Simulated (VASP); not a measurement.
# AlRu (CsCl type) in VASP: further runs, part 2 of 2

VASP 6.6.1.

### 5 Single point, HSE06

This run uses another cell than the first one, of 12.83 Å³/atom.

POSCAR reads:

```
AlRu
1.0
    2.9491427175      0.0000000000      0.0000000000
    0.0000000000      2.9491427175      0.0000000000
    0.0000000000      0.0000000000      2.9491427175
Ru Al
1 1
Direct
    0.0000000000      0.0000000000      0.0000000000
    0.5000000000      0.5000000000      0.5000000000
```

INCAR.step1 reads:

```
PREC     = Accurate       # precision mode
ENCUT    = 520            # plane-wave cutoff, eV
EDIFF    = 1E-5           # SCF threshold, eV
ISMEAR   = -1             # smearing method
SIGMA    = 0.1            # smearing width, eV
LREAL    = False          # projectors in reciprocal space
LASPH    = True           # aspherical terms in the spheres
NELM     = 60             # most SCF steps
ALGO     = Normal         # electronic algorithm
ISIF     = 2              # what is computed and relaxed
LWAVE    = True           # write WAVECAR
NBANDS   = 16             # bands
GGA      = PE             # functional
```

INCAR.step2 reads:

```
PREC     = Accurate       # precision mode
ENCUT    = 520            # plane-wave cutoff, eV
EDIFF    = 1E-6           # SCF threshold, eV
ISMEAR   = -1             # smearing method
SIGMA    = 0.1            # smearing width, eV
LREAL    = False          # projectors in reciprocal space
LASPH    = True           # aspherical terms in the spheres
NELM     = 60             # most SCF steps
ALGO     = Normal         # electronic algorithm
ISIF     = 2              # what is computed and relaxed
LWAVE    = False          # write WAVECAR
LCHARG   = True           # write CHGCAR
GGA      = PE             # functional
LHFCALC  = True           # exact exchange
HFSCREEN = 0.2079         # screening, 1/A
PRECFOCK = Normal       
LELF     = True           # ELF
LVHAR    = True         
NBANDS   = 16             # bands
ISTART   = 1
```

KPOINTS reads:

```
regular mesh
0
Gamma
  4 4 4
```

Potentials or basis: VASP PAW PBE potentials, release 64 (Ru_pv, Al).

On the command line:

```console
cat potpaw_PBE.64/Ru_pv/POTCAR potpaw_PBE.64/Al/POTCAR > POTCAR
cp INCAR.step1 INCAR
mpirun -np 1 vasp_std > vasp.out
cp INCAR.step2 INCAR
mpirun -np 1 vasp_std > vasp.out
```

OUTCAR:

```text
PREC = Accurate
   ENCUT = 520
   EDIFF = 1E-6
   ISMEAR = -1
   LREAL = False
   LASPH = True
   NELM = 60
   ISIF = 2
   GGA = PE
   LHFCALC = True
   HFSCREEN = 0.2079
   PRECFOCK = Normal
   ISTART = 1

 ion  position               nearest neighbor table
   1  0.000  0.000  0.000-   2 2.55   2 2.55   2 2.55   2 2.55   2 2.55   2 2.55   2 2.55   2 2.55

   2  0.500  0.500  0.500-   1 2.55   1 2.55   1 2.55   1 2.55   1 2.55   1 2.55   1 2.55   1 2.55

  LATTYP: Found a simple cubic cell.
 ALAT       =     2.9491427175

  Lattice vectors:

 A1 = (   2.9491427175,   0.0000000000,   0.0000000000)
 A2 = (   0.0000000000,   2.9491427175,   0.0000000000)
 A3 = (   0.0000000000,   0.0000000000,   2.9491427175)

Analysis of symmetry for initial positions (statically):
=====================================================================
 Subroutine PRICEL returns:
 Original cell was already a primitive cell.

 Routine SETGRP: Setting up the symmetry group for a
 simple cubic supercell.

 Subroutine GETGRP returns: Found 48 space group operations
 (whereof 48 operations were pure point group operations)
 out of a pool of 48 trial point group operations.

The static configuration has the point symmetry O_h .

Analysis of symmetry for dynamics (positions and initial velocities):
=====================================================================
 Subroutine PRICEL returns:
 Original cell was already a primitive cell.

 Routine SETGRP: Setting up the symmetry group for a
 simple cubic supercell.

 Subroutine GETGRP returns: Found 48 space group operations
 (whereof 48 operations were pure point group operations)
 out of a pool of 48 trial point group operations.

[... 107 lines left out ...]
  Fermi-wavevector in a.u.,A,eV,Ry     =   1.427344  2.697289 27.719301  2.037311
  Thomas-Fermi vector in A             =   2.547524
   LORBIT       =      0    0 simple, 1 ext, 2 COOP (PROOUT), +10 PAW based schemes
   GGA     = PE    functional components
   LHFCALC =     T    Hartree Fock is set to
   PRECFOCK=normal    Normal, Fast or Accurate (Low or Medium for compatibility)
   ENCUT4O =  -1.0   cutoff for four orbital integrals eV
   NKREDX  =     1    reduce k-point grid by
   NKREDY  =     1    reduce k-point grid by
   NKREDZ  =     1    reduce k-point grid by
   AEXX    =    0.2500 exact exchange contribution
   HFSCREEN=    0.2079 screening length (either q_TF or 0.3 A-1)
   HFSCREENC=   0.2079 screening length for correlation (either q_TF or 0.3 A-1)
   ENCUTFOCK=  -1.0 apply spherical cutoff to Coloumb kernel
   IVDW    =     0    specifies the selected vdW correction
   LEPSILON=     F    determine dielectric tensor
   LRPA    =     F    only Hartree local field effects (RPA)
 non-spin polarized calculation
  energy-cutoff  :      520.00
  volume of cell :       25.65
 maximum number of plane-waves:       739
 NGX is ok and might be reduce to    24
  NGX = 18; NGY = 18; NGZ = 18

 number of electron      17.0000000 magnetization

 Free energy of the ion-electron system (eV)
  ---------------------------------------------------
  ext. energy  EPLUGINS =         0.00000000
  ---------------------------------------------------
  free energy    TOTEN  =       -16.94256664 eV

  energy without entropy =      -16.92251489  energy(sigma->0) =      -16.93254077

 E-fermi :  11.1185     XC(G=0): -10.4190

 val. band max:       11.0707669232   @ k =   0.2500   0.0000   0.0000
 cond. band min:      11.2644411858   @ k =   0.5000   0.0000   0.0000
 fundamental gap:      0.1936742626
 Fermi energy:        11.1185073481

 k-point     1 :       0.0000    0.0000    0.0000
  band No.  band energies     occupation
      1     -33.5325      2.00000
      2     -33.5325      2.00000
      3     -33.5325      2.00000
      4      -0.0956      2.00000
      5       6.6739      2.00000
      6       6.6739      2.00000
[... 167 lines left out ...]
      3     -33.7755      2.00000
      4       5.2767      2.00000
      5       5.2767      2.00000
      6       5.2767      2.00000
[... 8 lines left out ...]
     15      21.0169      0.00000
     16      25.0000      0.00000

------------------------ aborting loop because EDIFF is reached ----------------------------------------

  FORCE on cell =-STRESS in cart. coord.  units (eV):
  Direction    XX          YY          ZZ          XY          YZ          ZX
  --------------------------------------------------------------------------------------
  -------------------------------------------------------------------------------------
  Total        0.3862266      0.3862266      0.3862266     -0.0000000      0.0000000     -0.0000000
  in kB       24.1248932     24.1248932     24.1248932     -0.0000000      0.0000000     -0.0000000
  external PRESSURE =      24.1248932 kB  Pullay stress =       0.0000000 kB

 VOLUME and BASIS-vectors are now :
 -----------------------------------------------------------------------------
  energy-cutoff  :      520.00
  volume of cell :       25.65
      direct lattice vectors                 reciprocal lattice vectors
     2.949142718  0.000000000  0.000000000     0.339081589  0.000000000  0.000000000
     0.000000000  2.949142718  0.000000000     0.000000000  0.339081589  0.000000000
     0.000000000  0.000000000  2.949142718     0.000000000  0.000000000  0.339081589

 POSITION                                       TOTAL-FORCE (eV/Angst)
 -----------------------------------------------------------------------------------
      0.00000      0.00000      0.00000         0.000000      0.000000      0.000000
      1.47457      1.47457      1.47457         0.000000      0.000000      0.000000
 -----------------------------------------------------------------------------------
    total drift:                               -0.000002     -0.000002     -0.000002

  FREE ENERGIE OF THE ION-ELECTRON SYSTEM (eV)
  ---------------------------------------------------
  free  energy   TOTEN  =       -16.9425666420 eV

  energy  without entropy=      -16.9225148935  energy(sigma->0) =      -16.93254077
```

OUTCAR.step1:

```text
PREC = Accurate
   ENCUT = 520
   EDIFF = 1E-5
   ISMEAR = -1
   LREAL = False
[... 396 lines left out ...]
      0.00000      0.00000      0.00000         0.000000      0.000000      0.000000
      1.47457      1.47457      1.47457         0.000000      0.000000      0.000000
 -----------------------------------------------------------------------------------
    total drift:                                0.000000      0.000000      0.000000

  FREE ENERGIE OF THE ION-ELECTRON SYSTEM (eV)
  ---------------------------------------------------
  free  energy   TOTEN  =       -14.4954980780 eV

  energy  without entropy=      -14.4694251860  energy(sigma->0) =      -14.48246163
```

It took 5.5 min on 1 thread of Intel Xeon Platinum 8259CL at 2.50GHz (Skylake/Cascade Lake), shared host; peak memory 0.24 GiB.

What came out:

| Item | Value |
| --- | --- |
| Free energy | -16.9426 eV |
| Pressure | 2.4 GPa |
| Band gap on the k mesh | zero (an odd number of electrons rules out a gap without spin polarisation) |

Caveat: the k points lie up to 0.53 Å⁻¹ apart, too coarse for converged energies and pressures of a metal; the PAW data sets were made with another functional, which shifts forces and pressure a little.

### 6 Single point, HSE06

This run uses another cell than the first one, of 12.83 Å³/atom.

POSCAR is that of step 5.

INCAR.step1 reads:

```
SYSTEM = AlRu
ALGO     = Normal         ! electronic algorithm
EDIFF    = 1E-5           ! SCF threshold, eV
ENCUT    = 520            ! plane-wave cutoff, eV
GGA      = PE             ! functional
ISIF     = 2              ! what is computed and relaxed
ISMEAR   = -1             ! smearing method
LASPH    = .True.         ! aspherical terms in the spheres
LCHARG   = .False.        ! write CHGCAR
LREAL    = .False.        ! projectors in reciprocal space
LWAVE    = .True.         ! write WAVECAR
NBANDS   = 16             ! bands
NELM     = 100            ! most SCF steps
PREC     = Accurate       ! precision mode
SIGMA    = 0.1            ! smearing width, eV
```

INCAR.step2 reads:

```
SYSTEM = AlRu
ALGO     = Normal         ! electronic algorithm
EDIFF    = 1E-6           ! SCF threshold, eV
ENCUT    = 520            ! plane-wave cutoff, eV
GGA      = PE             ! functional
HFSCREEN = 0.2079         ! screening, 1/A
ISIF     = 2              ! what is computed and relaxed
ISMEAR   = -1             ! smearing method
ISTART   = 1            
LASPH    = .True.         ! aspherical terms in the spheres
LCHARG   = .False.        ! write CHGCAR
LHFCALC  = .True.         ! exact exchange
LREAL    = .False.        ! projectors in reciprocal space
LWAVE    = .False.        ! write WAVECAR
NBANDS   = 16             ! bands
NELM     = 100            ! most SCF steps
PREC     = Accurate       ! precision mode
PRECFOCK = Normal       
SIGMA    = 0.1            ! smearing width, eV
```

KPOINTS reads:

```
k-points
0
Gamma
  4 4 4
  0 0 0
```

Potentials or basis: VASP PAW PBE potentials, release 64 (Ru_pv, Al).

On the command line:

```console
cat potpaw_PBE.64/Ru_pv/POTCAR potpaw_PBE.64/Al/POTCAR > POTCAR
cp INCAR.step1 INCAR
mpirun -np 1 vasp_std > vasp.out
cp INCAR.step2 INCAR
mpirun -np 1 vasp_std > vasp.out
```

OUTCAR:

```text
SYSTEM = AlRu
   EDIFF = 1E-6
   ENCUT = 520
   GGA = PE
   HFSCREEN = 0.2079
   ISIF = 2
   ISMEAR = -1
   ISTART = 1
   LASPH = .True.
   LHFCALC = .True.
   LREAL = .False.
   NELM = 100
   PREC = Accurate
   PRECFOCK = Normal

 ion  position               nearest neighbor table
   1  0.000  0.000  0.000-   2 2.55   2 2.55   2 2.55   2 2.55   2 2.55   2 2.55   2 2.55   2 2.55

   2  0.500  0.500  0.500-   1 2.55   1 2.55   1 2.55   1 2.55   1 2.55   1 2.55   1 2.55   1 2.55

  LATTYP: Found a simple cubic cell.
 ALAT       =     2.9491427175

  Lattice vectors:

 A1 = (   2.9491427175,   0.0000000000,   0.0000000000)
 A2 = (   0.0000000000,   2.9491427175,   0.0000000000)
 A3 = (   0.0000000000,   0.0000000000,   2.9491427175)

Analysis of symmetry for initial positions (statically):
=====================================================================
 Subroutine PRICEL returns:
 Original cell was already a primitive cell.

 Routine SETGRP: Setting up the symmetry group for a
 simple cubic supercell.

 Subroutine GETGRP returns: Found 48 space group operations
 (whereof 48 operations were pure point group operations)
 out of a pool of 48 trial point group operations.

The static configuration has the point symmetry O_h .

Analysis of symmetry for dynamics (positions and initial velocities):
=====================================================================
 Subroutine PRICEL returns:
 Original cell was already a primitive cell.

 Routine SETGRP: Setting up the symmetry group for a
 simple cubic supercell.

 Subroutine GETGRP returns: Found 48 space group operations
 (whereof 48 operations were pure point group operations)
 out of a pool of 48 trial point group operations.

[... 107 lines left out ...]
  Fermi-wavevector in a.u.,A,eV,Ry     =   1.427344  2.697289 27.719301  2.037311
  Thomas-Fermi vector in A             =   2.547524
   LORBIT       =      0    0 simple, 1 ext, 2 COOP (PROOUT), +10 PAW based schemes
   GGA     = PE    functional components
   LHFCALC =     T    Hartree Fock is set to
   PRECFOCK=normal    Normal, Fast or Accurate (Low or Medium for compatibility)
   ENCUT4O =  -1.0   cutoff for four orbital integrals eV
   NKREDX  =     1    reduce k-point grid by
   NKREDY  =     1    reduce k-point grid by
   NKREDZ  =     1    reduce k-point grid by
   AEXX    =    0.2500 exact exchange contribution
   HFSCREEN=    0.2079 screening length (either q_TF or 0.3 A-1)
   HFSCREENC=   0.2079 screening length for correlation (either q_TF or 0.3 A-1)
   ENCUTFOCK=  -1.0 apply spherical cutoff to Coloumb kernel
   IVDW    =     0    specifies the selected vdW correction
   LEPSILON=     F    determine dielectric tensor
   LRPA    =     F    only Hartree local field effects (RPA)
 non-spin polarized calculation
  energy-cutoff  :      520.00
  volume of cell :       25.65
 maximum number of plane-waves:       739
 NGX is ok and might be reduce to    24
  NGX = 18; NGY = 18; NGZ = 18

 number of electron      17.0000000 magnetization

 Free energy of the ion-electron system (eV)
  ---------------------------------------------------
  ext. energy  EPLUGINS =         0.00000000
  ---------------------------------------------------
  free energy    TOTEN  =       -16.94256664 eV

  energy without entropy =      -16.92251489  energy(sigma->0) =      -16.93254077

 E-fermi :  11.1185     XC(G=0): -10.4190

 val. band max:       11.0707669232   @ k =   0.2500   0.0000   0.0000
 cond. band min:      11.2644411858   @ k =   0.5000   0.0000   0.0000
 fundamental gap:      0.1936742626
 Fermi energy:        11.1185073481

 k-point     1 :       0.0000    0.0000    0.0000
  band No.  band energies     occupation
      1     -33.5325      2.00000
      2     -33.5325      2.00000
      3     -33.5325      2.00000
      4      -0.0956      2.00000
      5       6.6739      2.00000
      6       6.6739      2.00000
[... 167 lines left out ...]
      3     -33.7755      2.00000
      4       5.2767      2.00000
      5       5.2767      2.00000
      6       5.2767      2.00000
[... 8 lines left out ...]
     15      21.0169      0.00000
     16      25.0000      0.00000

------------------------ aborting loop because EDIFF is reached ----------------------------------------

  FORCE on cell =-STRESS in cart. coord.  units (eV):
  Direction    XX          YY          ZZ          XY          YZ          ZX
  --------------------------------------------------------------------------------------
  -------------------------------------------------------------------------------------
  Total        0.3862266      0.3862266      0.3862266     -0.0000000      0.0000000     -0.0000000
  in kB       24.1248932     24.1248932     24.1248932     -0.0000000      0.0000000     -0.0000000
  external PRESSURE =      24.1248932 kB  Pullay stress =       0.0000000 kB

 VOLUME and BASIS-vectors are now :
 -----------------------------------------------------------------------------
  energy-cutoff  :      520.00
  volume of cell :       25.65
      direct lattice vectors                 reciprocal lattice vectors
     2.949142718  0.000000000  0.000000000     0.339081589  0.000000000  0.000000000
     0.000000000  2.949142718  0.000000000     0.000000000  0.339081589  0.000000000
     0.000000000  0.000000000  2.949142718     0.000000000  0.000000000  0.339081589

 POSITION                                       TOTAL-FORCE (eV/Angst)
 -----------------------------------------------------------------------------------
      0.00000      0.00000      0.00000         0.000000      0.000000      0.000000
      1.47457      1.47457      1.47457         0.000000      0.000000      0.000000
 -----------------------------------------------------------------------------------
    total drift:                               -0.000002     -0.000002     -0.000002

  FREE ENERGIE OF THE ION-ELECTRON SYSTEM (eV)
  ---------------------------------------------------
  free  energy   TOTEN  =       -16.9425666420 eV

  energy  without entropy=      -16.9225148935  energy(sigma->0) =      -16.93254077
```

OSZICAR.step1:

```text
N       E                     dE             d eps       ncg     rms          rms(c)
DAV:   1     0.113594414810E+03    0.11359E+03   -0.89431E+03   320   0.101E+03
DAV:   2    -0.133381142819E+02   -0.12693E+03   -0.12055E+03   352   0.289E+02
DAV:   3    -0.151140883848E+02   -0.17760E+01   -0.17698E+01   424   0.365E+01
DAV:   4    -0.151236814802E+02   -0.95931E-02   -0.95924E-02   368   0.290E+00
DAV:   5    -0.151238084600E+02   -0.12698E-03   -0.12698E-03   424   0.328E-01    0.134E+01
DAV:   6    -0.145677566625E+02    0.55605E+00   -0.19778E+00   344   0.156E+01    0.249E+00
DAV:   7    -0.145097024941E+02    0.58054E-01   -0.11919E-01   352   0.406E+00    0.230E+00
DAV:   8    -0.144956711331E+02    0.14031E-01   -0.13651E-02   384   0.773E-01    0.214E-01
DAV:   9    -0.144955223718E+02    0.14876E-03   -0.60969E-04   384   0.264E-01    0.116E-01
DAV:  10    -0.144954992068E+02    0.23165E-04   -0.66192E-05   360   0.908E-02    0.119E-02
DAV:  11    -0.144954980780E+02    0.11288E-05   -0.13776E-06   216   0.109E-02
   1 F= -.14495498E+02 E0= -.14482462E+02  d E =-.260729E-01
```

Wall time 5.3 min (1 thread of Intel Xeon Platinum 8259CL at 2.50GHz (Skylake/Cascade Lake), shared host); peak memory 0.24 GiB.

Results:

| Quantity | Value |
| --- | --- |
| Free energy | -16.9426 eV |
| Pressure | 2.4 GPa |
| Band gap on the k mesh | zero (an odd number of electrons rules out a gap without spin polarisation) |

Caveat: the k points lie up to 0.53 Å⁻¹ apart, too coarse for converged energies and pressures of a metal; the PAW data sets were made with another functional, which shifts forces and pressure a little.

### 7 The runs side by side

| level | cell | k mesh | grid for exact exchange (PRECFOCK) | share of exact exchange | screening parameter | gap on the mesh (eV) | pressure (GPa) |
| --- | --- | --- | --- | --- | --- | --- | --- |
| PBE | a = 3.000 Å, 2 atoms, atomic positions A | 8 × 8 × 8 | - | - | - | none | 1.3 |
| HSE06 | a = 2.918 Å, 2 atoms, atomic positions B | 4 × 4 × 4 | Normal | 0.25 | 0.2079 1/Å | none | 10.8 |
| HSE06 | a = 2.949 Å, 2 atoms, atomic positions B | 4 × 4 × 4 | Normal | 0.25 | 0.2079 1/Å | none | 2.4 |

Alike in all rows: task single point; potentials or basis VASP PAW PBE potentials, release 64 (Ru_pv, Al); no spin polarisation; cutoff (eV) 520; smearing fermi-dirac 0.1 eV.

Caveats: some runs use coarse meshes; the PAW data sets were made with another functional, which shifts forces and pressure a little (at least some runs).

Absolute energies hang on the potentials; compare differences alone.

The gap in the log of VASP goes by the Fermi energy; the results here count the filled bands.